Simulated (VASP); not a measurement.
# SiC (F-43m) in VASP: a series of runs

SiC is run at these levels: LDA; tasks: vibrations by perturbation theory.

All numbers are computed with VASP 6.6.1; they aren't measurements. Logs are shortened: lines on timing, memory, paths and dates and some standing lists are left out, and cuts for length are marked.

**1. The cell of the first run**

It takes space group F-43m (No. 216, cubic). The conventional cell has a = 4.329 Å, b = 4.329 Å, c = 4.329 Å, α = 90.00°, β = 90.00°, γ = 90.00°. Si (site symmetry -43m) has 4 C at 1.87 Å within 2.5 Å. C (site symmetry -43m) has 4 Si at 1.87 Å within 2.5 Å.

**2. Vibrations by perturbation theory, LDA**

INCAR reads:

```
  PREC = Accurate
  ENCUT = 520
  EDIFF = 1E-8
  ISMEAR = 0
  SIGMA = 0.01
  LREAL = F
  LASPH = T
  NELM = 100
  ALGO = Normal
  ISIF = 2
  LWAVE = F
  LCHARG = F
  IBRION = 8
  NSW = 1
```

KPOINTS reads:

```
regular mesh
0
Gamma
  10 10 10
```

POSCAR reads:

```
SiC
1.0
    0.0000000000      2.1644886462      2.1644886462
    2.1644886462      0.0000000000      2.1644886462
    2.1644886462      2.1644886462      0.0000000000
Si C
1 1
Direct
    0.0000000000      0.0000000000      0.0000000000
    0.7500000000      0.7500000000      0.7500000000
```

Potentials or basis: VASP PAW LDA potentials, release 64 (Si, C).

Run with:

```console
> cat potpaw_LDA.64/Si/POTCAR potpaw_LDA.64/C/POTCAR > POTCAR
> mpirun -np 1 vasp_std > vasp.out
```

OUTCAR:

```text
PREC = Accurate
   ENCUT = 520
   EDIFF = 1E-8
   ISMEAR = 0
   LREAL = F
   LASPH = T
   NELM = 100
   ISIF = 2
   IBRION = 8
   NSW = 1

 ion  position               nearest neighbor table
   1  0.000  0.000  0.000-   2 1.87   2 1.87   2 1.87   2 1.87
   2  0.750  0.750  0.750-   1 1.87   1 1.87   1 1.87   1 1.87

  LATTYP: Found a face centered cubic cell.
 ALAT       =     4.3289772924

  Lattice vectors:

 A1 = (   0.0000000000,   2.1644886462,   2.1644886462)
 A2 = (   2.1644886462,   0.0000000000,   2.1644886462)
 A3 = (   2.1644886462,   2.1644886462,   0.0000000000)

Analysis of symmetry for initial positions (statically):
=====================================================================
 Subroutine PRICEL returns:
 Original cell was already a primitive cell.

 Routine SETGRP: Setting up the symmetry group for a
 face centered cubic supercell.

 Subroutine GETGRP returns: Found 24 space group operations
 (whereof 24 operations were pure point group operations)
 out of a pool of 48 trial point group operations.

The static configuration has the point symmetry T_d .

Analysis of symmetry for dynamics (positions and initial velocities):
=====================================================================
 Subroutine PRICEL returns:
 Original cell was already a primitive cell.

 Routine SETGRP: Setting up the symmetry group for a
 face centered cubic supercell.

 Subroutine GETGRP returns: Found 24 space group operations
 (whereof 24 operations were pure point group operations)
 out of a pool of 48 trial point group operations.

The dynamic configuration has the point symmetry T_d .

 Subroutine INISYM returns: Found 24 space group operations
 (whereof 24 operations are pure point group operations),
 and found     1 'primitive' translations

----------------------------------------------------------------------------------------

[... 423 lines left out ...]
  external PRESSURE =       4.0848418 kB  Pullay stress =       0.0000000 kB

 VOLUME and BASIS-vectors are now :
 -----------------------------------------------------------------------------
  energy-cutoff  :      520.00
  volume of cell :       20.28
      direct lattice vectors                 reciprocal lattice vectors
     0.000000000  2.164488646  2.164488646    -0.231001443  0.231001443  0.231001443
     2.164488646  0.000000000  2.164488646     0.231001443 -0.231001443  0.231001443
     2.164488646  2.164488646  0.000000000     0.231001443  0.231001443 -0.231001443

 POSITION                                       TOTAL-FORCE (eV/Angst)
 -----------------------------------------------------------------------------------
      0.00000      0.00000      0.00000         0.000000      0.000000      0.000000
      3.24673      3.24673      3.24673        -0.000000     -0.000000     -0.000000
 -----------------------------------------------------------------------------------
    total drift:                               -0.000000     -0.000000     -0.000000

  FREE ENERGIE OF THE ION-ELECTRON SYSTEM (eV)
  ---------------------------------------------------
  free  energy   TOTEN  =       -16.6425030496 eV

  energy  without entropy=      -16.6425030496  energy(sigma->0) =      -16.64250305

[... ionic steps 2 to 3 ...]

--------------------------------------- Ionic step        4  -------------------------------------------

------------------------ aborting loop because EDIFF is reached ----------------------------------------

[... ionic steps 5 to 6 ...]

--------------------------------------- Ionic step        7  -------------------------------------------

 Free energy of the ion-electron system (eV)
  ---------------------------------------------------
  ---------------------------------------------------
  free energy    TOTEN  =        -0.12456997 eV

  energy without entropy =       -0.12456997

------------------------ aborting loop because EDIFF is reached ----------------------------------------

 INTERNAL STRAIN TENSOR  FOR ION    2  DIRECTION 1   (eV/Angst):
 -----------------------------------------------------------------------------
    -0.00295  0.00000  0.00000
     0.00000  0.00086  8.68464
     0.00000  8.68464  0.00086

 INTERNAL STRAIN TENSOR FOR ION    2 for displacements in x,y,z  (eV/Angst):
          X           Y           Z          XY          YZ          ZX
  --------------------------------------------------------------------------------
  x     0.00000    -0.00000     0.00000     0.00000     8.68464     0.00000
  y    -0.00000     0.00000     0.00000     0.00000     0.00000     8.68464
  z     0.00000    -0.00000     0.00000     8.68464     0.00000     0.00000

 SECOND DERIVATIVES (NOT SYMMETRIZED)
 ------------------------------------
               1X          1Y          1Z          2X          2Y          2Z
  1X   -19.691195    0.000000    0.000000   19.691195    0.000000    0.000000
  1Y     0.000000  -19.691195    0.000000    0.000000   19.691195    0.000000
  1Z     0.000000    0.000000  -19.691195    0.000000    0.000000   19.691195
  2X    19.687734    0.000000    0.000000  -19.687734    0.000000    0.000000
  2Y     0.000000   19.687734    0.000000    0.000000  -19.687734    0.000000
  2Z     0.000000    0.000000   19.687734    0.000000    0.000000  -19.687734

 Eigenvectors and eigenvalues of the dynamical matrix
 ----------------------------------------------------

   1 f  =   23.915736 THz   150.267004 2PiTHz  797.743098 cm-1    98.907494 meV
             X         Y         Z           dx          dy          dz
      0.000000  0.000000  0.000000    -0.547351    0.000000    0.000000
      3.246733  3.246733  3.246733     0.836903    0.000000    0.000000
[... 21 lines left out ...]
   6 f/i=    0.000963 THz     0.006049 2PiTHz    0.032114 cm-1     0.003982 meV
             X         Y         Z           dx          dy          dz
      0.000000  0.000000  0.000000     0.000000    0.000000    0.836903
      3.246733  3.246733  3.246733     0.000000    0.000000    0.547351

--------------------------------------------------------------------------------------------------------

 ELASTIC MODULI CONTR FROM IONIC RELAXATION (kBar)
 Direction    XX          YY          ZZ          XY          YZ          ZX
 --------------------------------------------------------------------------------
 XX          -0.0000     -0.0000     -0.0000     -0.0000     -0.0000      0.0000
 YY          -0.0000     -0.0000      0.0000      0.0000     -0.0000     -0.0000
 ZZ          -0.0000      0.0000     -0.0000     -0.0000     -0.0000      0.0000
 XY          -0.0000      0.0000     -0.0000   -277.7261     -0.0000     -0.0000
 YZ          -0.0000     -0.0000     -0.0000     -0.0000   -277.7261      0.0000
 ZX           0.0000     -0.0000      0.0000     -0.0000      0.0000   -277.7261
 --------------------------------------------------------------------------------
```

It took 20 s on 1 thread of Intel Xeon 6975P-C (Granite Rapids), shared host; peak memory 0.18 GiB.

Results:

```yaml
Highest_phonon_frequency_at_Γ_LO-TO_splitting_left_out: 798 cm⁻¹
```

Phonon frequencies in cm⁻¹ (negative: imaginary):
| q point | frequencies |
| --- | --- |
| (0.000, 0.000, 0.000) | 0 0 0 798 798 798 |

**3. Vibrations by perturbation theory, LDA (volume scaled by 1.030)**

INCAR reads:

```
PREC = Accurate
ENCUT = 520
EDIFF = 1E-8
ISMEAR = 0
SIGMA = 0.01
LREAL = F
LASPH = T
NELM = 100
ALGO = Normal
ISIF = 2
LWAVE = F
LCHARG = F
GGA = CA
IBRION = 8
NSW = 1
```

KPOINTS is that of step 2.

POSCAR reads:

```
SiC
1.0
    0.0000000000      2.1859206207      2.1859206207
    2.1859206207      0.0000000000      2.1859206207
    2.1859206207      2.1859206207      0.0000000000
Si C
1 1
Direct
    0.0000000000      0.0000000000      0.0000000000
    0.7500000000      0.7500000000      0.7500000000
```

Potentials or basis: VASP PAW LDA potentials, release 64 (Si, C).

Run with:

```console
> cat potpaw_LDA.64/Si/POTCAR potpaw_LDA.64/C/POTCAR > POTCAR
> mpirun -np 1 vasp_std > vasp.out
```

OUTCAR:

```text
PREC = Accurate
   ENCUT = 520
   EDIFF = 1E-8
   ISMEAR = 0
   LREAL = F
   LASPH = T
   NELM = 100
   ISIF = 2
   GGA = CA
   IBRION = 8
   NSW = 1

 ion  position               nearest neighbor table
   1  0.000  0.000  0.000-   2 1.89   2 1.89   2 1.89   2 1.89
   2  0.750  0.750  0.750-   1 1.89   1 1.89   1 1.89   1 1.89

  LATTYP: Found a face centered cubic cell.
 ALAT       =     4.3718412414

  Lattice vectors:

 A1 = (   0.0000000000,   2.1859206207,   2.1859206207)
 A2 = (   2.1859206207,   0.0000000000,   2.1859206207)
 A3 = (   2.1859206207,   2.1859206207,   0.0000000000)

Analysis of symmetry for initial positions (statically):
=====================================================================
 Subroutine PRICEL returns:
 Original cell was already a primitive cell.

 Routine SETGRP: Setting up the symmetry group for a
 face centered cubic supercell.

 Subroutine GETGRP returns: Found 24 space group operations
 (whereof 24 operations were pure point group operations)
 out of a pool of 48 trial point group operations.

The static configuration has the point symmetry T_d .

Analysis of symmetry for dynamics (positions and initial velocities):
=====================================================================
 Subroutine PRICEL returns:
 Original cell was already a primitive cell.

 Routine SETGRP: Setting up the symmetry group for a
 face centered cubic supercell.

 Subroutine GETGRP returns: Found 24 space group operations
 (whereof 24 operations were pure point group operations)
 out of a pool of 48 trial point group operations.

The dynamic configuration has the point symmetry T_d .

 Subroutine INISYM returns: Found 24 space group operations
 (whereof 24 operations are pure point group operations),
 and found     1 'primitive' translations

----------------------------------------------------------------------------------------

                                     Primitive cell

  volume of cell :      20.8897

  direct lattice vectors                    reciprocal lattice vectors
     0.000000000  2.185920621  2.185920621    -0.228736577  0.228736577  0.228736577
     2.185920621  0.000000000  2.185920621     0.228736577 -0.228736577  0.228736577
     2.185920621  2.185920621  0.000000000     0.228736577  0.228736577 -0.228736577

  length of vectors
     3.091358588  3.091358588  3.091358588     0.396183373  0.396183373  0.396183373

  position of ions in fractional coordinates (direct lattice)
     0.000000000  0.000000000  0.000000000
     0.750000000  0.750000000  0.750000000

  ion indices of the primitive-cell ions
   primitive index   ion index
                 1           1
                 2           2

[... 130 lines left out ...]
      1      -7.2876      2.00000
      2       7.9539      2.00000
      3       7.9539      2.00000
      4       7.9539      2.00000
      5      14.1336      0.00000
      6      15.0813      0.00000
      7      15.0813      0.00000
      8      15.0813      0.00000
[... 243 lines left out ...]
 k-point    24 :       0.4000    0.3000    0.0000
  band No.  band energies     occupation
      1      -4.1496      2.00000
      2       2.4294      2.00000
      3       4.8071      2.00000
      4       5.3363      2.00000
      5      10.7486      0.00000
      6      13.4156      0.00000
      7      19.3360      0.00000
      8      19.6426      0.00000

 [... further k-points ...]

------------------------ aborting loop because EDIFF is reached ----------------------------------------

  FORCE on cell =-STRESS in cart. coord.  units (eV):
  Direction    XX          YY          ZZ          XY          YZ          ZX
  --------------------------------------------------------------------------------------
  -------------------------------------------------------------------------------------
  Total       -0.7849190     -0.7849190     -0.7849190     -0.0000000     -0.0000000      0.0000000
  in kB      -60.2008005    -60.2008005    -60.2008005     -0.0000000     -0.0000000      0.0000000
  external PRESSURE =     -60.2008005 kB  Pullay stress =       0.0000000 kB

 VOLUME and BASIS-vectors are now :
 -----------------------------------------------------------------------------
  energy-cutoff  :      520.00
  volume of cell :       20.89
      direct lattice vectors                 reciprocal lattice vectors
     0.000000000  2.185920621  2.185920621    -0.228736577  0.228736577  0.228736577
     2.185920621  0.000000000  2.185920621     0.228736577 -0.228736577  0.228736577
     2.185920621  2.185920621  0.000000000     0.228736577  0.228736577 -0.228736577

 POSITION                                       TOTAL-FORCE (eV/Angst)
 -----------------------------------------------------------------------------------
      0.00000      0.00000      0.00000        -0.000000     -0.000000     -0.000000
      3.27888      3.27888      3.27888         0.000000      0.000000      0.000000
 -----------------------------------------------------------------------------------
    total drift:                               -0.000000     -0.000000     -0.000000

  FREE ENERGIE OF THE ION-ELECTRON SYSTEM (eV)
  ---------------------------------------------------
  free  energy   TOTEN  =       -16.6318048607 eV

  energy  without entropy=      -16.6318048607  energy(sigma->0) =      -16.63180486

[... ionic steps 2 to 3 ...]

--------------------------------------- Ionic step        4  -------------------------------------------

------------------------ aborting loop because EDIFF is reached ----------------------------------------

[... ionic steps 5 to 6 ...]

--------------------------------------- Ionic step        7  -------------------------------------------

 Free energy of the ion-electron system (eV)
  ---------------------------------------------------
  ---------------------------------------------------
  free energy    TOTEN  =        -0.12352652 eV

  energy without entropy =       -0.12352652

------------------------ aborting loop because EDIFF is reached ----------------------------------------

 INTERNAL STRAIN TENSOR  FOR ION    2  DIRECTION 1   (eV/Angst):
 -----------------------------------------------------------------------------
    -0.00301  0.00000  0.00000
     0.00000  0.00091  7.11808
     0.00000  7.11808  0.00091

 INTERNAL STRAIN TENSOR FOR ION    2 for displacements in x,y,z  (eV/Angst):
          X           Y           Z          XY          YZ          ZX
  --------------------------------------------------------------------------------
  x    -0.00000     0.00000     0.00000     0.00000     7.11808     0.00000
  y     0.00000    -0.00000     0.00000     0.00000     0.00000     7.11808
  z     0.00000     0.00000    -0.00000     7.11808     0.00000     0.00000

 SECOND DERIVATIVES (NOT SYMMETRIZED)
 ------------------------------------
               1X          1Y          1Z          2X          2Y          2Z
  1X   -18.417844    0.000000    0.000000   18.417844    0.000000    0.000000
  1Y     0.000000  -18.417844    0.000000    0.000000   18.417844    0.000000
  1Z     0.000000    0.000000  -18.417844    0.000000    0.000000   18.417844
  2X    18.419406    0.000000    0.000000  -18.419406    0.000000    0.000000
  2Y     0.000000   18.419406    0.000000    0.000000  -18.419406    0.000000
  2Z     0.000000    0.000000   18.419406    0.000000    0.000000  -18.419406

 Eigenvectors and eigenvalues of the dynamical matrix
 ----------------------------------------------------

   1 f  =   23.131657 THz   145.340488 2PiTHz  771.589025 cm-1    95.664804 meV
             X         Y         Z           dx          dy          dz
      0.000000  0.000000  0.000000     0.000000    0.547301    0.000000
      3.278881  3.278881  3.278881     0.000000   -0.836936    0.000000
[... 21 lines left out ...]
   6 f/i=    0.000449 THz     0.002822 2PiTHz    0.014983 cm-1     0.001858 meV
             X         Y         Z           dx          dy          dz
      0.000000  0.000000  0.000000     0.000000    0.000000    0.836936
      3.278881  3.278881  3.278881     0.000000    0.000000    0.547301

--------------------------------------------------------------------------------------------------------

 ELASTIC MODULI CONTR FROM IONIC RELAXATION (kBar)
 Direction    XX          YY          ZZ          XY          YZ          ZX
 --------------------------------------------------------------------------------
 XX          -0.0000      0.0000     -0.0000      0.0000     -0.0000     -0.0000
 YY           0.0000     -0.0000      0.0000      0.0000      0.0000      0.0000
 ZZ          -0.0000      0.0000     -0.0000     -0.0000      0.0000     -0.0000
 XY           0.0000      0.0000     -0.0000   -190.5912     -0.0000     -0.0000
 YZ          -0.0000      0.0000      0.0000     -0.0000   -190.5912     -0.0000
 ZX          -0.0000      0.0000     -0.0000     -0.0000     -0.0000   -190.5912
 --------------------------------------------------------------------------------
```

OSZICAR:

```text
N       E                     dE             d eps       ncg     rms          rms(c)
DAV:   1     0.261477566599E+01    0.26148E+01   -0.40259E+03   792   0.829E+02
DAV:   2    -0.182663091269E+02   -0.20881E+02   -0.20151E+02  1080   0.106E+02
DAV:   3    -0.186362788465E+02   -0.36997E+00   -0.36997E+00   896   0.172E+01
[... 36 lines left out ...]
RMM:   6    -0.123530596223E+00   -0.15263E-04   -0.19631E-07  4594   0.416E-03    0.877E-04
RMM:   7    -0.123525259200E+00    0.53370E-05   -0.17099E-08  4721   0.831E-04    0.146E-04
RMM:   8    -0.123526547001E+00   -0.12878E-05   -0.32697E-09  4663   0.228E-04    0.331E-05
RMM:   9    -0.123526488300E+00    0.58702E-07    0.77651E-09  4975   0.445E-05    0.519E-06
RMM:  10    -0.123526525975E+00   -0.37676E-07   -0.21224E-09  4929   0.935E-06    0.229E-06
RMM:  11    -0.123526523294E+00    0.26816E-08    0.13812E-08  4303   0.258E-06    0.271E-07
 Linear response finished
```

stdout:

```text
POSCAR found type information on POSCAR SiC
 POSCAR found :  2 types and       2 ions
 scaLAPACK will be used
 LDA part: xc-table for (Slater(with rela. corr.)+CA(PZ))
 , standard interpolation
 POSCAR, INCAR and KPOINTS ok, starting setup
 FFT: planning ... GRIDC
 FFT: planning ... GRID_SOFT
 FFT: planning ... GRID
 WAVECAR not read
 entering main loop
 Linear response reoptimize wavefunctions to high precision
 Linear response DOF=           2
 Linear response progress:
 first order change of Fermi-energy   0.12067E-04
 force on displaced ion       1 direction 1 : -18.418  -0.000  -0.000
 Linear response progress:
 first order change of Fermi-energy   0.37015E-03
 force on displaced ion       2 direction 1 : -18.419  -0.000  -0.000
 Linear response finished
```

Wall time 20 s (1 thread of Intel Xeon 6975P-C (Granite Rapids), shared host); peak memory 0.19 GiB.

Results:

| Quantity | Value |
| --- | --- |
| Highest phonon frequency at Γ, LO-TO splitting left out | 772 cm⁻¹ |

Phonon frequencies in cm⁻¹ (negative: imaginary):
| q point | frequencies |
| --- | --- |
| (0.000, 0.000, 0.000) | 0 0 0 772 772 772 |

Caveat: the cell wasn't relaxed at this level first, which shifts response properties.
